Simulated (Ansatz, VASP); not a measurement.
**One calculation of Hf3Si2W, two programs**

INCAR

```
SYSTEM = Hf3Si2W
ALGO = Normal
EDIFF = 1E-6
EDIFFG = -0.04
ENCUT = 600
GGA = PE
IBRION = 2
ISIF = 3
ISMEAR = 0
LASPH = .True.
LCHARG = .False.
LREAL = .False.
LWAVE = .False.
NELM = 100
NSW = 90
PREC = Accurate
SIGMA = 0.1
```

The input KPOINTS:

```
k-points
0
Gamma
  4 4 4
  0 0 0
```

The input POSCAR:

```
Hf3Si2W
1.0
    3.8399803749      0.0000000000      0.0000000000
    0.0000000000      3.8399803749      0.0000000000
    0.0000000000      0.0000000000      7.3642472807
Hf Si W
3 2 1
Direct
    0.5000000000      0.5000000000      0.0000000000
    0.0000000000      0.5000000000      0.3634608587
    0.5000000000      0.0000000000      0.6365391413
    0.0000000000      0.5000000000      0.7368469928
    0.5000000000      0.0000000000      0.2631530072
    0.0000000000      0.0000000000      0.0000000000
```

Input for Ansatz:

```yaml
crystal:
  lattice:
    - [3.8399803749, 0.0, 0.0]
    - [0.0, 3.8399803749, 0.0]
    - [0.0, 0.0, 7.3642472807]
  atoms:
    - { symbol: Hf, position: [0.5, 0.5, 0.0] }
    - { symbol: Hf, position: [0.0, 0.5, 0.3634608587] }
    - { symbol: Hf, position: [0.5, 0.0, 0.6365391413] }
    - { symbol: Si, position: [0.0, 0.5, 0.7368469928] }
    - { symbol: Si, position: [0.5, 0.0, 0.2631530072] }
    - { symbol: W, position: [0.0, 0.0, 0.0] }
basis:
  ecutwfc: 420
kpoints:
  mp_grid: { grid: [4, 4, 4] }
hamiltonian:
  xc: pbe
scf:
  occupations: { method: gaussian, width: 0.1 }
  lower_state_search: "off"
output:
  forces: true
  stress: true
  eigenvalues: true
relax:
  adjacent_minimum: "off"
  f_tol: 0.04
  max_steps: 70
  cell: { stress_tol: 0.4 }
```

Change from the starting cell: species swapped into the Zr2CuSb3 type (P-4m2, No. 115).

Alike in both runs: task relaxation of cell and atoms; functional PBE; k mesh 4 × 4 × 4; occupations gaussian, width 0.1 eV; no spin polarisation.

```csv
,VASP,Ansatz
version,VASP 6.6.1,Ansatz 0.2.0
potentials or method,"VASP PAW PBE potentials, release 64 (Hf_pv, Si, W_sv), cutoff 600 eV","scalar-relativistic, plane waves, PAW"
valence electrons in the cell,52,100
```

VASP gave:

| Item | Value |
| --- | --- |
| gap on the k mesh at the Fermi level, each at its own relaxed structure (eV) | none |
| relaxed volume (Å³/atom) | 18.02 |
| relaxed length of the cell vector where the two differ most in proportion (Å) | 7.378 |

Which values does Ansatz return?

gap on the k mesh at the Fermi level, each at its own relaxed structure (eV): none; relaxed volume (Å³/atom): 18.04; relaxed length of the cell vector where the two differ most in proportion (Å): 7.384.

A gap of «none» marks a metal or a gap that the smearing closes. VASP's potentials hold 52 valence electrons a cell and Ansatz's 100, so a difference there can come from the potentials and not from the codes.

The k mesh is coarse, so the values compare programs but aren't converged. Spin-orbit coupling is off throughout.
